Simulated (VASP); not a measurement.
# Ge3Pd (P-62m) in VASP: notebook, part 2 of 3

VASP 6.6.1.

### Step 3. Single point, PBE

This run uses another cell than the first one, of 19.07 Å³/atom.

Input file INCAR:

```
ALGO = Normal
EDIFF = 1E-6
ENCUT = 520
GGA = PE
ISIF = 2
ISMEAR = 0
LASPH = T
LCHARG = F
LREAL = F
LWAVE = F
NBANDS = 34
NELM = 100
PREC = Accurate
SIGMA = 0.1
```

Input file KPOINTS:

```
k-points
0
Gamma
  6 6 4
```

Input file POSCAR:

```
Ge3Pd
1.0
    5.2736826077      0.0000000041      0.0000000000
   -2.6368413074      4.5671431078      0.0000000000
    0.0000000000      0.0000000000      3.1663620961
Ge Pd
3 1
Direct
    0.3892200280      0.0000000000      0.5000000000
    0.0000000000      0.3892200280      0.5000000000
    0.6107799720      0.6107799720      0.5000000000
    0.0000000000      0.0000000000      0.0000000000
```

Potentials or basis: VASP PAW PBE potentials, release 64 (Ge_d, Pd).

The run is started by

```
cat potpaw_PBE.64/Ge_d/POTCAR potpaw_PBE.64/Pd/POTCAR > POTCAR
mpirun -np 1 vasp_std > vasp.out
```

Wall time 42 s (1 thread of AMD EPYC 7R13 (Zen 3), shared host); peak memory 0.18 GiB.

Results (log left out):

```
Free energy            : -18.5469 eV
Pressure               : 0.0 GPa
Largest force          : 0.012 eV/Å
Band gap on the k mesh : zero (bands 26 and 27 overlap by 2.29 eV)
```

Forces in eV/Å, atoms in the order of the input:
```
Ge  -0.012  0.000  0.000
Ge   0.006 -0.010  0.000
Ge   0.006  0.010  0.000
Pd   0.000  0.000  0.000
```

Stress tensor (GPa, compression positive):
```
 0.12  0.00  0.00
 0.00  0.12  0.00
 0.00  0.00 -0.15
```

Levels at points of the mesh, in eV from the Fermi level:
| k point | band 23 | band 24 | band 25 | band 26 | band 27 | band 28 | band 29 | band 30 |
| --- | --- | --- | --- | --- | --- | --- | --- | --- |
| (0.00, 0.00, 0.00) | -2.99 | -2.99 | -1.91 | -1.91 | -1.08 | 2.45 | 6.85 | 6.85 |
| (0.50, 0.00, 0.00) | -3.01 | -2.32 | 0.43 | 1.19 | 2.03 | 2.92 | 4.18 | 4.36 |
| (0.00, 0.00, 0.50) | -3.25 | -2.43 | -1.60 | -0.12 | 0.60 | 0.60 | 1.45 | 1.45 |
| (0.50, 0.00, 0.50) | -3.25 | -2.62 | -1.86 | -1.20 | -0.68 | 2.05 | 3.18 | 3.21 |

Caveat: the k points lie up to 0.50 Å⁻¹ apart, too coarse for converged energies and pressures of a metal.

### Step 4. Single point, PBE

This run uses another cell than the first one, of 18.50 Å³/atom.

Input file INCAR:

```
SYSTEM = Ge3Pd
PREC = Accurate
ENCUT = 520
EDIFF = 1E-6
ISMEAR = 0
SIGMA = 0.1
LREAL = .FALSE.
LASPH = .TRUE.
NELM = 80
ALGO = Normal
ISIF = 2
LWAVE = .FALSE.
LCHARG = .FALSE.
GGA = PE
NBANDS = 34
```

Input file KPOINTS:

```
Automatic mesh
0
G
  6 6 6
  0 0 0
```

Input file POSCAR:

```
Ge3Pd
1.0
    5.4708856273      0.0000000000      0.0000000000
   -2.7354428137      4.7379259344      0.0000000000
    0.0000000000      0.0000000000      2.8550085703
Ge Pd
3 1
Direct
    0.4013907932      0.0000000000      0.5000000000
    0.0000000000      0.4013907932      0.5000000000
    0.5986092068      0.5986092068      0.5000000000
    0.0000000000      0.0000000000      0.0000000000
```

The run is started by

```
cat potpaw_PBE.64/Ge_d/POTCAR potpaw_PBE.64/Pd/POTCAR > POTCAR
mpirun -np 1 vasp_std > vasp.out
```

It took 63 s on 1 thread of AMD EPYC 7R13 (Zen 3), shared host; peak memory 0.2 GiB.

It converged, with:

| Quantity | Value |
| --- | --- |
| Free energy | -18.7126 eV |
| Pressure | 0.1 GPa |
| Largest force | 0.012 eV/Å |
| Band gap on the k mesh | zero (bands 26 and 27 overlap by 2.47 eV) |

Forces in eV/Å, atoms in the order of the input:
```
Ge   0.012  0.000  0.000
Ge  -0.006  0.010  0.000
Ge  -0.006 -0.010  0.000
Pd   0.000  0.000  0.000
```

Levels at points of the mesh, in eV from the Fermi level:
```tsv
k point	band 22	band 23	band 24	band 25	band 26	band 27	band 28	band 29	band 30	band 31
(0.00, 0.00, 0.00)	-3.63	-2.39	-2.39	-2.25	-2.25	-1.54	5.20	6.63	6.63	8.34
(0.50, 0.00, 0.00)	-2.55	-2.43	-2.40	-0.50	0.59	0.97	2.18	3.40	6.78	6.94
(0.00, 0.00, 0.50)	-3.06	-3.06	-1.96	-0.98	-0.16	-0.16	0.68	1.82	1.82	4.04
(0.50, 0.00, 0.50)	-3.32	-3.05	-2.65	-1.64	-1.23	-0.59	2.20	3.23	3.43	4.12
```

Caveat: the k points lie up to 0.37 Å⁻¹ apart, too coarse for converged energies and pressures of a metal.

### Step 5. Relaxation of cell and atoms, PBE

This run uses another cell than the first one, of 19.07 Å³/atom.

Input file INCAR:

```
ALGO = Normal
EDIFF = 1E-6
EDIFFG = -0.04
ENCUT = 600
GGA = PE
IBRION = 2
ISIF = 3
ISMEAR = 0
LASPH = True
LCHARG = False
LREAL = False
LWAVE = False
NELM = 100
NSW = 90
PREC = Accurate
SIGMA = 0.1
```

Input file KPOINTS:

```
k-points
0
Gamma
  6 6 6
```

Input file POSCAR:

```
Ge3Pd
1.0
    5.2736826077      0.0000000000      0.0000000000
   -2.6368413039      4.5671431098      0.0000000000
    0.0000000000      0.0000000000      3.1663620961
Ge Pd
3 1
Direct
    0.3892200280      0.0000000000      0.5000000000
    0.0000000000      0.3892200280      0.5000000000
    0.6107799720      0.6107799720      0.5000000000
    0.0000000000      0.0000000000      0.0000000000
```

Potentials or basis: VASP PAW PBE potentials, release 64 (Ge_d, Pd).

The run is started by

```
cat potpaw_PBE.64/Ge_d/POTCAR potpaw_PBE.64/Pd/POTCAR > POTCAR
mpirun -np 1 vasp_std > vasp.out
```

OUTCAR:

```text
EDIFF = 1E-6
   EDIFFG = -0.04
   ENCUT = 600
   GGA = PE
   IBRION = 2
   ISIF = 3
   ISMEAR = 0
   LASPH = True
   LREAL = False
   NELM = 100
   NSW = 90
   PREC = Accurate

 ion  position               nearest neighbor table
   1  0.389  0.000  0.500-   4 2.59   4 2.59   2 2.82   2 2.82   3 2.82   3 2.82
   2  0.000  0.389  0.500-   4 2.59   4 2.59   3 2.82   1 2.82   3 2.82   1 2.82
   3  0.611  0.611  0.500-   4 2.59   4 2.59   2 2.82   2 2.82   1 2.82   1 2.82
   4  0.000  0.000  0.000-   1 2.59   1 2.59   3 2.59   3 2.59   2 2.59   2 2.59

  LATTYP: Found a hexagonal cell.
 ALAT       =     5.2736826077
 C/A-ratio  =     0.6004081648

  Lattice vectors:

 A1 = (   5.2736826077,   0.0000000000,   0.0000000000)
 A2 = (  -2.6368413039,   4.5671431098,   0.0000000000)
 A3 = (   0.0000000000,   0.0000000000,   3.1663620961)

Analysis of symmetry for initial positions (statically):
=====================================================================
 Subroutine PRICEL returns:
 Original cell was already a primitive cell.

 Routine SETGRP: Setting up the symmetry group for a
 hexagonal supercell.

 Subroutine GETGRP returns: Found 12 space group operations
 (whereof 12 operations were pure point group operations)
 out of a pool of 24 trial point group operations.

The static configuration has the point symmetry D_3h.

Analysis of symmetry for dynamics (positions and initial velocities):
=====================================================================
 Subroutine PRICEL returns:
 Original cell was already a primitive cell.

 Routine SETGRP: Setting up the symmetry group for a
 hexagonal supercell.

 Subroutine GETGRP returns: Found 12 space group operations
 (whereof 12 operations were pure point group operations)
 out of a pool of 24 trial point group operations.

The dynamic configuration has the point symmetry D_3h.
[... 143 lines left out ...]

 number of electron      51.9999999 magnetization

 Free energy of the ion-electron system (eV)
  ---------------------------------------------------
  ext. energy  EPLUGINS =         0.00000000
  ---------------------------------------------------
  free energy    TOTEN  =       -18.53627067 eV

  energy without entropy =      -18.52276526  energy(sigma->0) =      -18.52951796

------------------------ aborting loop because EDIFF is reached ----------------------------------------

  FORCE on cell =-STRESS in cart. coord.  units (eV):
  Direction    XX          YY          ZZ          XY          YZ          ZX
  --------------------------------------------------------------------------------------
  -------------------------------------------------------------------------------------
  Total        1.0630347      1.0630347     -1.1366637     -0.0000000     -0.0000000      0.0000000
  in kB       22.3325777     22.3325777    -23.8793984     -0.0000000     -0.0000000      0.0000000
  external PRESSURE =       6.9285856 kB  Pullay stress =       0.0000000 kB
[... 95 lines left out ...]
  FREE ENERGIE OF THE ION-ELECTRON SYSTEM (eV)
  ---------------------------------------------------
  free  energy   TOTEN  =       -18.6280995384 eV

  energy  without entropy=      -18.6227558107  energy(sigma->0) =      -18.62542767

[... ionic steps 4 to 13 ...]

--------------------------------------- Ionic step       14  -------------------------------------------

 number of electron      52.0000013 magnetization

------------------------ aborting loop because EDIFF is reached ----------------------------------------
[... 71 lines left out ...]
--------------------------------------- Ionic step       16  -------------------------------------------

 number of electron      52.0000002 magnetization

 Free energy of the ion-electron system (eV)
  ---------------------------------------------------
  ext. energy  EPLUGINS =         0.00000000
  ---------------------------------------------------
  free energy    TOTEN  =       -18.71323632 eV

  energy without entropy =      -18.69960032  energy(sigma->0) =      -18.70641832

 E-fermi :   6.9283     XC(G=0): -11.3909

 val. band max:        6.9275809574   @ k =   0.3333   0.0000   0.1667
 cond. band min:       6.9484692992   @ k =   0.1667   0.0000   0.3333
 fundamental gap:      0.0208883419
 Fermi energy:         6.9283266578

 k-point     1 :       0.0000    0.0000    0.0000
  band No.  band energies     occupation
      1     -17.8200      2.00000
      2     -17.7775      2.00000
      3     -17.7775      2.00000
      4     -17.7215      2.00000
      5     -17.7215      2.00000
      6     -17.7155      2.00000
[... 805 lines left out ...]
     30      10.4280      0.00000
     31      11.3349      0.00000

 [... further k-points ...]

------------------------ aborting loop because EDIFF is reached ----------------------------------------

  FORCE on cell =-STRESS in cart. coord.  units (eV):
  Direction    XX          YY          ZZ          XY          YZ          ZX
  --------------------------------------------------------------------------------------
  -------------------------------------------------------------------------------------
  Total       -0.1179007     -0.1179007     -0.0965857      0.0000000      0.0000000     -0.0000000
  in kB       -2.5387307     -2.5387307     -2.0797588      0.0000000      0.0000000     -0.0000000
  external PRESSURE =      -2.3857401 kB  Pullay stress =       0.0000000 kB
[... 19 lines left out ...]
  FREE ENERGIE OF THE ION-ELECTRON SYSTEM (eV)
  ---------------------------------------------------
  free  energy   TOTEN  =       -18.7132363185 eV

  energy  without entropy=      -18.6996003191  energy(sigma->0) =      -18.70641832

 reached required accuracy - stopping structural energy minimisation
```

It took 11 min on 1 thread of AMD EPYC 7R13 (Zen 3), shared host; peak memory 0.24 GiB.

Results:

```
Free energy                           : -18.7132 eV
Relaxed volume                        : 18.60 Å³/atom
Relaxed cell                          : a = 5.479 Å, b = 5.479 Å, c = 2.862 Å, α = 90.00°, β = 90.00°, γ = 120.00°
Space group after relaxing (to 0.1 Å) : P-62m (No. 189)
Energy gained by relaxing             : 44.2 meV/atom
Ionic steps                           : 16
Pressure after relaxing               : -0.2 GPa
Largest force after relaxing          : 0.017 eV/Å
Band gap on the k mesh                : zero (bands 26 and 27 overlap by 2.48 eV)
```

Forces in eV/Å, atoms in the order of the input:
```
Ge   0.017  0.000  0.000
Ge  -0.008  0.014  0.000
Ge  -0.008 -0.014  0.000
Pd   0.000  0.000  0.000
```

Step by step:
```tsv
step	energy change (eV)	largest force (eV/Å)	pressure (GPa)	volume (Å³)
1	0.0000	0.1102	0.69	76.26
2	-0.0397	0.0079	-0.58	77.16
3	-0.0918	0.1497	-3.22	79.66
4	-0.0932	0.1218	-2.51	78.97
5	-0.1162	0.2036	-1.97	78.20
6	-0.1263	0.2977	-1.27	77.47
7	-0.1268	0.3251	-1.03	77.27
8	-0.1368	0.3158	-0.66	76.66
9	-0.1540	0.2780	0.76	74.83
10	-0.1551	0.2618	1.41	74.13
11	-0.1631	0.1801	1.00	74.22
12	-0.1715	0.0125	0.06	74.43
13	-0.1716	0.0065	-0.04	74.45
14	-0.1741	0.0008	-0.15	74.44
15	-0.1768	0.0114	-0.19	74.42
16	-0.1770	0.0166	-0.24	74.41
```

Final structure:
```
CELL_PARAMETERS angstrom
5.47916 0.00000 0.00000
-2.73958 4.74510 0.00000
0.00000 0.00000 2.86188
ATOMIC_POSITIONS crystal
Ge 0.40040 0.00000 0.50000
Ge 0.00000 0.40040 0.50000
Ge 0.59960 0.59960 0.50000
Pd 0.00000 0.00000 0.00000
```

Levels at points of the mesh, in eV from the Fermi level:
| k point | band 23 | band 24 | band 25 | band 26 | band 27 | band 28 | band 29 | band 30 |
| --- | --- | --- | --- | --- | --- | --- | --- | --- |
| (0.00, 0.00, 0.00) | -2.40 | -2.40 | -2.25 | -2.25 | -1.55 | 5.16 | 6.59 | 6.59 |
| (0.50, 0.00, 0.00) | -2.44 | -2.41 | -0.51 | 0.59 | 0.99 | 2.17 | 3.37 | 6.74 |
| (0.00, 0.00, 0.50) | -3.06 | -1.93 | -0.99 | -0.17 | -0.17 | 0.64 | 1.81 | 1.81 |
| (0.50, 0.00, 0.50) | -3.06 | -2.64 | -1.64 | -1.22 | -0.60 | 2.18 | 3.20 | 3.42 |

(Continued in part 3 of 3.)

The gap in the log of VASP goes by the Fermi energy; the results here count the filled bands.